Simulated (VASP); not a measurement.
# MgO (P-6m2) in VASP: notebook

The runs below take MgO through single point, with LDA.

All numbers are computed with VASP 6.6.1; they aren't measurements. Logs are shortened: lines on timing, memory, paths and dates and some standing lists are left out, and cuts for length are marked.

## Step 1: The cell of the first run

Symmetry: P-6m2, No. 187, hexagonal system. The conventional cell has a = 2.938 Å, b = 2.938 Å, c = 2.680 Å, α = 90.00°, β = 90.00°, γ = 120.00°. Within 3.0 Å of Mg (site symmetry -6m2) lie 6 O at 2.16 Å and 8 Mg at 2.68 to 2.94 Å. Within 3.0 Å of O (site symmetry -6m2) lie 6 Mg at 2.16 Å and 8 O at 2.68 to 2.94 Å.

## Step 2: Single point, LDA

Input file INCAR:

```
ALGO = Normal
EDIFF = 1E-6
ENCUT = 840
GGA = CA
GGA_COMPAT = False
ISIF = 2
ISMEAR = 0
LASPH = True
LCHARG = True
LELF = True
LREAL = False
LVHAR = True
LWAVE = False
NBANDS = 15
NELM = 120
PREC = Accurate
SIGMA = 0.01
```

Input file KPOINTS:

```
k-points
0
Gamma
  12 12 6
```

Input file POSCAR:

```
MgO
1.0
    2.9380210000      0.0000000000      0.0000000000
   -1.4690100000      2.5444010000      0.0000000000
    0.0000000000      0.0000000000      2.6796800000
Mg O
1 1
Direct
    0.0000000000      0.0000000000      0.0000000000
    0.3333333333      0.6666666667      0.5000000000
```

Potentials or basis: VASP PAW LDA potentials, release 64 (Mg_sv, O).

On the command line:

```sh
> cat potpaw_LDA.64/Mg_sv/POTCAR potpaw_LDA.64/O/POTCAR > POTCAR
> mpirun -np 1 vasp_std > vasp.out
```

OUTCAR:

```text
EDIFF = 1E-6
   ENCUT = 840
   GGA = CA
   ISIF = 2
   ISMEAR = 0
   LASPH = True
   LREAL = False
   NELM = 120
   PREC = Accurate

 ion  position               nearest neighbor table
   1  0.000  0.000  0.000-
   2  0.333  0.667  0.500-

  LATTYP: Found a hexagonal cell.
 ALAT       =     2.9380210000
 C/A-ratio  =     0.9120697231

  Lattice vectors:

 A1 = (   2.9380210000,   0.0000000000,   0.0000000000)
 A2 = (  -1.4690100000,   2.5444010000,   0.0000000000)
 A3 = (   0.0000000000,   0.0000000000,   2.6796800000)

Analysis of symmetry for initial positions (statically):
=====================================================================
 Subroutine PRICEL returns:
 Original cell was already a primitive cell.

 Routine SETGRP: Setting up the symmetry group for a
 hexagonal supercell.

 Subroutine GETGRP returns: Found 12 space group operations
 (whereof 12 operations were pure point group operations)
 out of a pool of 24 trial point group operations.

The static configuration has the point symmetry D_3h.

Analysis of symmetry for dynamics (positions and initial velocities):
=====================================================================
 Subroutine PRICEL returns:
 Original cell was already a primitive cell.

 Routine SETGRP: Setting up the symmetry group for a
 hexagonal supercell.

 Subroutine GETGRP returns: Found 12 space group operations
 (whereof 12 operations were pure point group operations)
 out of a pool of 24 trial point group operations.

The dynamic configuration has the point symmetry D_3h.

 Subroutine INISYM returns: Found 12 space group operations
 (whereof 12 operations are pure point group operations),
 and found     1 'primitive' translations

----------------------------------------------------------------------------------------

                                     Primitive cell

  volume of cell :      20.0320

  direct lattice vectors                    reciprocal lattice vectors
     2.938021000  0.000000000  0.000000000     0.340365164  0.196509839  0.000000000
    -1.469010000  2.544401000  0.000000000     0.000000000  0.393019811  0.000000000
     0.000000000  0.000000000  2.679680000     0.000000000  0.000000000  0.373178887

  length of vectors
     2.938021000  2.938020903  2.679680000     0.393019798  0.393019811  0.373178887

  position of ions in fractional coordinates (direct lattice)
     0.000000000  0.000000000  0.000000000
     0.333333333  0.666666667  0.500000000

  ion indices of the primitive-cell ions
   primitive index   ion index
                 1           1
                 2           2

----------------------------------------------------------------------------------------

 KPOINTS: k-points

Automatic generation of k-mesh.
 Grid dimensions read from file:
 generate k-points for:   12   12    6

 Generating k-lattice:

  Cartesian coordinates                     Fractional coordinates (reciprocal lattice)
     0.028363764  0.016375820  0.000000000     0.083333333  0.000000000  0.000000000
     0.000000000  0.032751651  0.000000000     0.000000000  0.083333333  0.000000000
     0.000000000  0.000000000  0.062196481     0.000000000  0.000000000  0.166666667

  Length of vectors
     0.032751650  0.032751651  0.062196481

  Shift w.r.t. Gamma in fractional coordinates (k-lattice)
     0.000000000  0.000000000  0.000000000

 Subroutine IBZKPT returns following result:
 ===========================================

 Found     76 irreducible k-points:

 Following reciprocal coordinates:
            Coordinates               Weight
  0.000000  0.000000  0.000000      1.000000
  0.083333  0.000000  0.000000      6.000000
  0.166667  0.000000  0.000000      6.000000
  0.250000  0.000000  0.000000      6.000000
  0.333333  0.000000  0.000000      6.000000
  0.416667  0.000000  0.000000      6.000000
[... 16 lines left out ...]
  0.250000  0.000000  0.166667     12.000000
  0.333333  0.000000  0.166667     12.000000
 [... further k-points ...]
   k-points           NKPTS =     76   k-points in BZ     NKDIM =     76   number of bands    NBANDS=     15
   number of dos      NEDOS =    301   number of ions     NIONS =      2
   total plane-waves  NPLWV =  21952
   dimension x,y,z NGX =    28 NGY =   28 NGZ =   28
   dimension x,y,z NGXF=    56 NGYF=   56 NGZF=   56
   ions per type =               1   1
   NGX,Y,Z   is equivalent  to a cutoff of  15.84, 15.84, 17.37 a.u.
   NGXF,Y,Z  is equivalent  to a cutoff of  31.69, 31.69, 34.74 a.u.
 SYSTEM =  unknown system
   PREC   = accura    normal or accurate (medium, high low for compatibility)
   ISTART =      0    job   : 0-new  1-cont  2-samecut
   ICHARG =      2    charge: 1-file 2-atom 10-const
   ISPIN  =      1    spin polarized calculation?
   LNONCOLLINEAR =      F non collinear calculations
   LSORBIT =      F    spin-orbit coupling
   LASPH  =      T    aspherical Exc in radial PAW
   ENCUT  =  840.0 eV  61.74 Ry    7.86 a.u.   6.94  6.94  6.33*2*pi/ulx,y,z
   NELM   =    120;   NELMIN=  2; NELMDL= -5     # of ELM steps
   EDIFF  = 0.1E-05   stopping-criterion for ELM
   LREAL  =      F    real-space projection
[... 7 lines left out ...]
   TEBEG  =    0.0;   TEEND  =   0.0 temperature during run
   PSTRESS=    0.0 pullay stress
   NELECT =      16.0000    total number of electrons
   NUPDOWN=      -1.0000    fix difference up-down
   EMIN   =  10.00;   EMAX   =-10.00  energy-range for DOS
   EFERMI =   0.00;   METHOD = LEGACY
   ISMEAR =     0;   SIGMA  =   0.01  broadening in eV -4-tet -1-fermi 0-gaus
   EFERMI_NEDOS =   21; number of points for ismear=-14 and -15
   IALGO  =     38    algorithm
   IMIX   =      4    mixing-type and parameters
     AMIX     =   0.40;   BMIX     =  1.00
     AMIX_MAG =   1.60;   BMIX_MAG =  1.00
  volume/ion in A,a.u.               =      10.02        67.59
  Fermi-wavevector in a.u.,A,eV,Ry     =   1.518939  2.870379 31.391035  2.307176
  Thomas-Fermi vector in A             =   2.627992
   LORBIT       =      0    0 simple, 1 ext, 2 COOP (PROOUT), +10 PAW based schemes
   GGA     = CA    functional components
   LHFCALC =     F    Hartree Fock is set to
   AEXX    =    0.0000 exact exchange contribution
   IVDW    =     0    specifies the selected vdW correction
   LEPSILON=     F    determine dielectric tensor
   LRPA    =     F    only Hartree local field effects (RPA)
 non-spin polarized calculation
 Gauss-broadening in eV      SIGMA  =   0.01
  energy-cutoff  :      840.00
  volume of cell :       20.03
 maximum number of plane-waves:      1135
 NGX is ok and might be reduce to    28
   NGX = 13   NGY = 13   NGZ = 13

 number of electron      16.0000010 magnetization

 Free energy of the ion-electron system (eV)
  ---------------------------------------------------
  ext. energy  EPLUGINS =         0.00000000
  ---------------------------------------------------
  free energy    TOTEN  =       -12.49816974 eV

  energy without entropy =      -12.49816974  energy(sigma->0) =      -12.49816974

 E-fermi :   2.9485     XC(G=0): -11.5494

 val. band max:        2.7099051614   @ k =   0.3333   0.3333   0.0000
 cond. band min:       5.6687343338   @ k =   0.0000   0.0000   0.0000
 fundamental gap:      2.9588291724
 Fermi energy:         2.9484511536

 k-point     1 :       0.0000    0.0000    0.0000
  band No.  band energies     occupation
      1     -69.6685      2.00000
      2     -37.1423      2.00000
      3     -37.1423      2.00000
      4     -37.0860      2.00000
      5     -14.4380      2.00000
      6       2.1050      2.00000
      7       2.1050      2.00000
      8       2.3059      2.00000
      9       5.6687      0.00000
     10      14.3431      0.00000
     11      18.0163      0.00000
     12      18.0163      0.00000
     13      22.3737      0.00000
     14      23.2963      0.00000
     15      24.8797      0.00000

 k-point     2 :       0.0833    0.0000    0.0000
  band No.  band energies     occupation
      1     -69.6679      2.00000
      2     -37.1473      2.00000
      3     -37.1434      2.00000
      4     -37.0854      2.00000
      5     -14.3732      2.00000
      6       1.6166      2.00000
      7       2.0520      2.00000
      8       2.3283      2.00000
      9       6.1278      0.00000
     10      14.3612      0.00000
     11      17.2883      0.00000
     12      18.1958      0.00000
     13      23.1806      0.00000
     14      23.2485      0.00000
     15      24.9971      0.00000

 k-point     3 :       0.1667    0.0000    0.0000
  band No.  band energies     occupation
      1     -69.6665      2.00000
      2     -37.1609      2.00000
      3     -37.1465      2.00000
      4     -37.0839      2.00000
      5     -14.1907      2.00000
      6       0.6027      2.00000
      7       1.9112      2.00000
      8       2.3905      2.00000
      9       7.0589      0.00000
     10      14.1440      0.00000
     11      16.4510      0.00000
     12      18.6706      0.00000
     13      22.8495      0.00000
     14      23.5146      0.00000
     15      25.3953      0.00000

 k-point     4 :       0.2500    0.0000    0.0000
  band No.  band energies     occupation
      1     -69.6646      2.00000
      2     -37.1794      2.00000
      3     -37.1508      2.00000
      4     -37.0817      2.00000
      5     -13.9267      2.00000
      6      -0.4707      2.00000
      7       1.7277      2.00000
      8       2.4777      2.00000
      9       8.0009      0.00000
     10      13.4932      0.00000
     11      16.3003      0.00000
     12      19.2692      0.00000
     13      22.3662      0.00000
     14      23.2621      0.00000
     15      26.1988      0.00000
[... 307 lines left out ...]
 k-point    22 :       0.1667    0.0000    0.1667
  band No.  band energies     occupation
      1     -69.6634      2.00000
      2     -37.1576      2.00000
      3     -37.1436      2.00000
      4     -37.1139      2.00000
      5     -13.9552      2.00000
      6       0.4533      2.00000
      7       1.2605      2.00000
      8       2.0319      2.00000
      9       8.0445      0.00000
     10      14.2596      0.00000
     11      16.8860      0.00000
     12      18.8955      0.00000
     13      20.7886      0.00000
     14      23.7331      0.00000
     15      25.3691      0.00000

 k-point    23 :       0.2500    0.0000    0.1667
  band No.  band energies     occupation
      1     -69.6617      2.00000
      2     -37.1757      2.00000
      3     -37.1477      2.00000
      4     -37.1112      2.00000
      5     -13.7095      2.00000
      6      -0.2897      2.00000
      7       1.1993      2.00000
      8       1.8469      2.00000
      9       8.7608      0.00000
     10      13.6597      0.00000
     11      16.8037      0.00000
     12      19.2805      0.00000
     13      19.6028      0.00000
     14      24.2338      0.00000
     15      25.9317      0.00000

 k-point    24 :       0.3333    0.0000    0.1667
  band No.  band energies     occupation
      1     -69.6598      2.00000
      2     -37.1936      2.00000
      3     -37.1519      2.00000
      4     -37.1086      2.00000
      5     -13.4460      2.00000
      6      -1.1145      2.00000
      7       1.3557      2.00000
      8       1.6709      2.00000
      9       9.2518      0.00000
     10      13.0769      0.00000
     11      16.9105      0.00000
     12      18.9477      0.00000
     13      19.5134      0.00000
     14      25.0664      0.00000
     15      25.4781      0.00000

 [... further k-points ...]

------------------------ aborting loop because EDIFF is reached ----------------------------------------

  FORCE on cell =-STRESS in cart. coord.  units (eV):
  Direction    XX          YY          ZZ          XY          YZ          ZX
  --------------------------------------------------------------------------------------
  -------------------------------------------------------------------------------------
  Total       -1.0840087     -1.0840089     -1.2196166     -0.0000002      0.0000000      0.0000000
  in kB      -86.7001744    -86.7001865    -97.5462388     -0.0000170      0.0000000      0.0000000
  external PRESSURE =     -90.3155333 kB  Pullay stress =       0.0000000 kB

 VOLUME and BASIS-vectors are now :
 -----------------------------------------------------------------------------
  energy-cutoff  :      840.00
  volume of cell :       20.03
      direct lattice vectors                 reciprocal lattice vectors
     2.938021000  0.000000000  0.000000000     0.340365164  0.196509839  0.000000000
    -1.469010000  2.544401000  0.000000000     0.000000000  0.393019811  0.000000000
     0.000000000  0.000000000  2.679680000     0.000000000  0.000000000  0.373178887

 POSITION                                       TOTAL-FORCE (eV/Angst)
 -----------------------------------------------------------------------------------
      0.00000      0.00000      0.00000         0.000000      0.000000      0.000000
      0.00000      1.69627      1.33984        -0.000000      0.000000      0.000000
 -----------------------------------------------------------------------------------
    total drift:                                0.000006     -0.000002     -0.000000

  FREE ENERGIE OF THE ION-ELECTRON SYSTEM (eV)
  ---------------------------------------------------
  free  energy   TOTEN  =       -12.4981697436 eV

  energy  without entropy=      -12.4981697436  energy(sigma->0) =      -12.49816974
```

Run time: 24 s. Hardware: 1 thread of Intel Xeon Platinum 8259CL at 2.50GHz (Skylake/Cascade Lake), shared host; peak memory 0.16 GiB.

Results:

```yaml
Free_energy: -12.4982 eV
Pressure: -9.0 GPa
Band_gap_on_the_k_mesh: 2.96 eV (least direct gap 3.36 eV)
```

Caveat: the cell stands under tension. A k mesh can miss the band edges.

## Step 3: Single point, LDA

Input file INCAR:

```
SYSTEM = MgO
PREC = Accurate
ENCUT = 840
EDIFF = 1E-6
ISMEAR = 0
SIGMA = 0.01
LREAL = .FALSE.
LASPH = .TRUE.
NELM = 120
ALGO = Normal
ISIF = 2
LWAVE = .FALSE.
LCHARG = .FALSE.
NBANDS = 15
GGA_COMPAT = .FALSE.
```

Input file KPOINTS:

```
regular mesh
0
G
  12 12 6
  0 0 0
```

POSCAR is that of step 2.

Potentials or basis: VASP PAW LDA potentials, release 64 (Mg_sv, O).

On the command line:

```sh
> cat potpaw_LDA.64/Mg_sv/POTCAR potpaw_LDA.64/O/POTCAR > POTCAR
> mpirun -np 1 vasp_std > vasp.out
```

It took 28 s on 1 thread of Intel Xeon Platinum 8259CL at 2.50GHz (Skylake/Cascade Lake), shared host; peak memory 0.16 GiB.

The run converged. Its results:

| Property | Result |
| --- | --- |
| Free energy | -12.4982 eV |
| Pressure | -9.0 GPa |
| Band gap on the k mesh | 2.96 eV (least direct gap 3.36 eV) |

Stress tensor (GPa, compression positive):
```
-8.67  0.00  0.00
 0.00 -8.67  0.00
 0.00  0.00 -9.75
```

Levels at points of the mesh, in eV from the valence-band top:
| k point | band 5 | band 6 | band 7 | band 8 | band 9 | band 10 | band 11 | band 12 |
| --- | --- | --- | --- | --- | --- | --- | --- | --- |
| (0.00, 0.00, 0.00) | -17.15 | -0.60 | -0.60 | -0.40 | 2.96 | 11.63 | 15.31 | 15.31 |
| (0.50, 0.00, 0.00) | -16.04 | -4.94 | -1.32 | -0.05 | 6.45 | 10.38 | 12.89 | 17.51 |
| (0.00, 0.00, 0.50) | -16.00 | -5.41 | -0.09 | -0.09 | 8.16 | 8.88 | 17.30 | 17.30 |
| (0.50, 0.00, 0.50) | -15.28 | -3.74 | -3.38 | -0.83 | 5.64 | 11.21 | 13.75 | 14.64 |

Caveat: the cell stands under tension. A k mesh can miss the band edges.
